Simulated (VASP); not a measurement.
A run of VASP 6.6.1 is set up as follows.

File INCAR:

```
PREC = Accurate
ENCUT = 520
EDIFF = 1E-6
ISMEAR = 0
SIGMA = 0.02
LREAL = False
LASPH = True
NELM = 150
ALGO = Normal
ISIF = 2
LWAVE = False
LCHARG = True
ISPIN = 2
MAGMOM = 2.75 0.2 0.2
LORBIT = 11
LMAXMIX = 4
LELF = True
LVHAR = True
NBANDS = 22
```

File KPOINTS:

```
regular mesh
0
Gamma
  12 12 6
```

File POSCAR:

```
CoCl2
1.0
    3.3568015479      0.0000000000      0.0000000000
   -1.6784007740      2.9070754160      0.0000000000
    0.0000000000      0.0000000000      5.6120903155
Co Cl
1 2
Direct
    0.0000000000      0.0000000000      0.0000000000
    0.6666666667      0.3333333333      0.7627564834
    0.3333333333      0.6666666667      0.2372435166
```

Potentials or basis: VASP PAW LDA potentials, release 64 (Co, Cl).

Command:

```console
$ cat potpaw_LDA.64/Co/POTCAR potpaw_LDA.64/Cl/POTCAR > POTCAR
$ mpirun -np 1 vasp_std > vasp.out
```

Q: What does it give for the net moment?

A: 3.00 μB per cell.

Q: Predict the largest force.

A: 0.010 eV/Å.

Q: Estimate the site moments.

A: Co +2.40; Cl +0.22 μB.

Forces in eV/Å, atoms in the order of the input:
```
Co   0.000  0.000  0.000
Cl   0.000  0.000  0.010
Cl   0.000  0.000 -0.010
```

Caveat: a cell with one magnetic atom can't hold antiferromagnetic order, which such compounds often take.
